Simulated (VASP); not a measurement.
A run of VASP 6.6.1 is set up as follows.

The input INCAR:

```
SYSTEM = Ag2HgGeSe4
PREC     = Accurate       ! precision mode
ENCUT    = 520            ! plane-wave cutoff, eV
EDIFF    = 1E-6           ! SCF threshold, eV
ISMEAR   = -1             ! smearing method
SIGMA    = 0.05           ! smearing width, eV
LREAL    = .FALSE.        ! projectors in reciprocal space
LASPH    = .TRUE.         ! aspherical terms in the spheres
NELM     = 100            ! most SCF steps
ALGO     = Normal         ! electronic algorithm
ISIF     = 2              ! what is computed and relaxed
LWAVE    = .FALSE.        ! write WAVECAR
LCHARG   = .FALSE.        ! write CHGCAR
GGA      = PS             ! functional
NBANDS   = 46             ! bands
```

Contents of KPOINTS:

```
Automatic mesh
0
G
  4 4 4
  0 0 0
```

POSCAR

```
Ag2HgGeSe4
1.0
   -2.9468070225      2.9504307728      5.9469419825
    2.9488113606     -2.9487177130      5.9472047534
    2.9460420865      2.9479726607     -5.9459449850
Ag Hg Ge Se
2 1 1 4
Direct
    0.7496049074      0.2514376787      0.5006042821
    0.2494919207      0.7503238478      0.5004777667
   -0.0023990148     -0.0009219773     -0.0031354912
    0.4984099145      0.4997872546     -0.0017755120
    0.8497760140      0.8514864018      0.4562614109
    0.1479193950      0.6077814684      0.0002610060
    0.6059535866      0.1489513552     -0.0004540392
    0.3911220314      0.3921192880      0.5391784304
```

Potentials or basis: VASP PAW PBE potentials, release 64 (Ag, Hg, Ge_d, Se).

Launch:

```bash
$ cat potpaw_PBE.64/Ag/POTCAR potpaw_PBE.64/Hg/POTCAR potpaw_PBE.64/Ge_d/POTCAR potpaw_PBE.64/Se/POTCAR > POTCAR
$ mpirun -np 1 vasp_std > vasp.out
```

Question: Estimate the largest force.

Answer: 0.028 eV/Å.

Question: Estimate the pressure.

Answer: 0.1 GPa.

Forces on the atoms (eV/Å):
```
Ag  -0.002 -0.001 -0.001
Ag   0.000 -0.001  0.001
Hg   0.000  0.000  0.000
Ge   0.001  0.001  0.000
Se  -0.014 -0.014  0.018
Se  -0.015  0.014 -0.018
Se   0.014 -0.015 -0.017
Se   0.016  0.016  0.017
```

Caveat: the k points lie up to 0.38 Å⁻¹ apart; the PAW data sets were made with another functional, which shifts forces and pressure a little.
